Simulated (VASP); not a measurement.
Crystal: Ag.

```
Ag
1.0
     0.00000    2.02680    2.02680
     2.02680    0.00000    2.02680
     2.02680    2.02680    0.00000
Ag
1
Direct
  0.00000 0.00000 0.00000
```

Base run:

```yaml
Program: VASP 6.6.1
Functional: PBE
Potentials_or_basis: VASP PAW PBE potentials, release 64 (Ag)
Cutoff: 520 eV
k_mesh: 11 × 11 × 11
Occupations: fermi-dirac, width 0.05 eV
Spin: no spin polarisation
```

Its results: pressure 7.1 GPa.

Question: The run is repeated on the same cell with these changes: functional from PBE to PBEsol. What comes out?

Answer: Pressure -0.5 GPa.

PBEsol binds more tightly than PBE, so the same cell stands under less pressure.

Caveats: the PAW data sets were made with another functional, which shifts forces and pressure a little (some runs).
